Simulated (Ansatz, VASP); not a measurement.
## BP in VASP and in Ansatz

Contents of INCAR:

```
PREC = Accurate ; ENCUT = 500
EDIFF = 1E-6 ; ISMEAR = -1
SIGMA = 0.1 ; LREAL = False
LASPH = True ; NELM = 120
ALGO = Normal ; ISIF = 2
LWAVE = False ; LCHARG = False
GGA = CA ; NBANDS = 11
GGA_COMPAT = False
```

Contents of KPOINTS:

```
regular mesh
0
Gamma
  15 15 15
```

The input POSCAR:

```
BP
1.0
    0.0000000000      1.8379703936      1.8379703936
    1.8379703936      0.0000000000      1.8379703936
    1.8379703936      1.8379703936      0.0000000000
B P
1 1
Direct
    0.0000000000      0.0000000000      0.0000000000
    0.5000000000      0.5000000000      0.5000000000
```

Input for Ansatz:

```yaml
crystal:
  lattice:
    - [0.0, 1.8379703936, 1.8379703936]
    - [1.8379703936, 0.0, 1.8379703936]
    - [1.8379703936, 1.8379703936, 0.0]
  atoms:
    - { symbol: B, position: [0.0, 0.0, 0.0] }
    - { symbol: P, position: [0.5, 0.5, 0.5] }
kpoints:
  mp_grid: { grid: [15, 15, 15] }
scf:
  occupations: { method: fermi_dirac, width: 0.1 }
hamiltonian:
  xc: lda
  pseudopotentials: { kind: paw }
output:
  forces: true
  stress: true
  eigenvalues: true
  populations: true
```

Change from the starting cell: volume scaled by 0.64, PAW files.

Alike in both runs: task single point; functional LDA; k mesh 15 × 15 × 15; occupations fermi-dirac, width 0.1 eV; no spin polarisation.

|  | VASP | Ansatz |
| --- | --- | --- |
| version | VASP 6.6.1 | Ansatz 0.2.0 |
| potentials or method | VASP PAW LDA potentials, release 64 (B, P) | PAW with Ansatz's default frozen-core files, scalar-relativistic |
| plane-wave cutoff (eV) | 500 | 420 |
| valence electrons in the cell | 8 | 8 |

|  | VASP | Ansatz | Ansatz less VASP |
| --- | --- | --- | --- |
| pressure (GPa) | 171.7 | 172.5 | +0.79 |

LDA's correlation is that of Perdew and Zunger in VASP and of Perdew and Wang (1992) in Ansatz. Both programs put the cell under a high pressure, so it lies far from rest at this level.

Noted on VASP's run: the cell as given lies far from equilibrium.
